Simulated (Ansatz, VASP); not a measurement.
# AlN in VASP and in Ansatz

Contents of INCAR:

```
PREC     = Accurate       # precision mode
ENCUT    = 520            # plane-wave cutoff, eV
EDIFF    = 1E-7           # SCF threshold, eV
ISMEAR   = 0              # smearing method
SIGMA    = 0.05           # smearing width, eV
LREAL    = F              # projectors in reciprocal space
LASPH    = T              # aspherical terms in the spheres
NELM     = 80             # most SCF steps
ALGO     = Normal         # electronic algorithm
ISIF     = 2              # what is computed and relaxed
LWAVE    = F              # write WAVECAR
LCHARG   = F              # write CHGCAR
GGA      = PE             # functional
NBANDS   = 16             # bands
```

File KPOINTS:

```
Automatic mesh
0
Gamma
  9 9 6
```

Contents of POSCAR:

```
AlN
1.0
    3.1110021516      0.0000000000      0.0000000000
   -1.5555010758      2.6942068945      0.0000000000
    0.0000000000      0.0000000000      5.2269000000
Al N
2 2
Direct
    0.3333333333      0.6666666667      0.0000000000
    0.6666666667      0.3333333333      0.5000000000
    0.3333333333      0.6666666667      0.3850000000
    0.6666666667      0.3333333333      0.8850000000
```

Input for Ansatz:

```yaml
crystal:
  lattice:
    - [3.1110021516, 0.0, 0.0]
    - [-1.5555010758, 2.6942068945, 0.0]
    - [0.0, 0.0, 5.2269]
  atoms:
    - { symbol: Al, position: [0.3333333333, 0.6666666667, 0.0] }
    - { symbol: Al, position: [0.6666666667, 0.3333333333, 0.5] }
    - { symbol: "N", position: [0.3333333333, 0.6666666667, 0.385] }
    - { symbol: "N", position: [0.6666666667, 0.3333333333, 0.885] }
basis:
  ecutwfc: 420
kpoints:
  mp_grid: { grid: [9, 9, 6] }
hamiltonian:
  xc: pbe
scf:
  occupations: { method: gaussian, width: 0.05 }
output:
  forces: true
  stress: true
  eigenvalues: true
```

Change from the starting cell: strain +0.000 along x and y, +0.050 along z, atoms carried along.

Alike in both runs: task single point; functional PBE; k mesh 9 × 9 × 6; occupations gaussian, width 0.05 eV; no spin polarisation.

|  | VASP | Ansatz |
| --- | --- | --- |
| version | VASP 6.6.1 | Ansatz 0.2.0 |
| potentials or method | VASP PAW PBE potentials, release 64 (Al, N), cutoff 520 eV | scalar-relativistic, plane waves, PAW |
| valence electrons in the cell | 16 | 16 |

Ansatz gave:

```
gap on the k mesh at the Fermi level (eV)                     : 3.81
least direct gap on the mesh (eV)                             : 3.81
pressure (GPa)                                                : -4.0
traceless stress, the component that is largest in VASP (GPa) : -11.16
rms of the force components (eV/Å)                            : 0.285
```

Q: What did VASP give for the same quantities?

A: gap on the k mesh at the Fermi level (eV): 3.81; least direct gap on the mesh (eV): 3.81; pressure (GPa): -4.3; traceless stress, the component that is largest in VASP (GPa): -11.21; rms of the force components (eV/Å): 0.285.

Atom by atom the forces differ by 0.001 eV/Å (rms over components).
